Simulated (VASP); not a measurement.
Crystal: W2F3.

```
W F
1.0
     3.59193    0.00000    0.00000
    -1.79597    3.11070    0.00000
     0.00000    0.00000    5.58846
W F
2 3
Direct
  0.33333 0.66667 0.24500
  0.66667 0.33333 0.75500
  0.00000 0.00000 0.00000
  0.33333 0.66667 0.64500
  0.66667 0.33333 0.35500
```

- Program: VASP 6.6.1
- Task: relaxation of cell and atoms
- Functional: PBE
- Potentials or basis: VASP PAW PBE potentials, release 64 (W_sv, F)
- Cutoff: 600 eV
- k mesh: 6 × 6 × 4
- Occupations: gaussian, width 0.1 eV
- Spin: no spin polarisation

At the start: pressure 8.8 GPa; volume 12.49 Å³/atom.

Problem. How do energy, volume and symmetry change on relaxing?

Solution. Over 44 steps the energy falls by 1426.3 meV/atom and the volume is 14.11 Å³/atom (+13.0 %); space group P-3m1 (No. 164, to 0.1 Å) before, P6/mmm (No. 191, to 0.1 Å).

The path:
```tsv
step	energy change (eV)	largest force (eV/Å)	pressure (GPa)	volume (Å³)
1	0.0000	4.5368	8.84	62.44
3	-2.8966	3.2591	-15.00	76.05
5	-3.0083	0.1398	-14.74	83.35
7	-2.7457	4.6740	12.37	70.73
9	-3.7394	0.5902	-2.88	71.56
11	-3.8190	0.6289	0.02	68.73
13	-3.8423	0.4686	4.36	64.98
15	-3.9474	0.1378	0.95	66.64
17	-4.1743	0.9109	6.13	65.58
19	-4.1828	0.8510	6.00	65.54
21	-4.1903	1.0013	6.78	65.44
23	-4.4057	2.4286	6.67	68.27
25	-4.8708	1.5263	-2.79	75.12
27	-5.0211	1.3416	-8.64	79.82
29	-5.5318	2.6216	-9.36	82.15
31	-6.3542	2.4792	-7.82	77.17
33	-6.3910	2.8128	-7.18	76.11
35	-6.8727	0.9605	-1.05	70.92
37	-7.0334	0.7086	4.14	68.96
39	-7.0854	0.5805	-1.36	71.03
41	-7.1221	0.3949	-0.96	70.85
43	-7.1304	0.1090	0.71	70.19
44	-7.1317	0.0304	-0.24	70.56
```

Final structure:
```xyz
5
Lattice="4.4728 0.0000 0.0000 -2.2364 3.8736 0.0000 0.0000 0.0000 4.0726" Properties=species:S:1:pos:R:3 pbc="T T T"
W     0.0000    2.5824    0.0000
W     2.2364    1.2912    4.0725
F     0.0000    0.0000    0.0000
F     0.0000    2.5824    2.0379
F     2.2364    1.2912    2.0347
```

Caveat: a cell axis changed by over 15 % at a fixed basis, so the end point is rough; an odd number of electrons without spin polarisation forces a metal; a magnetic or distorted state may lie lower.
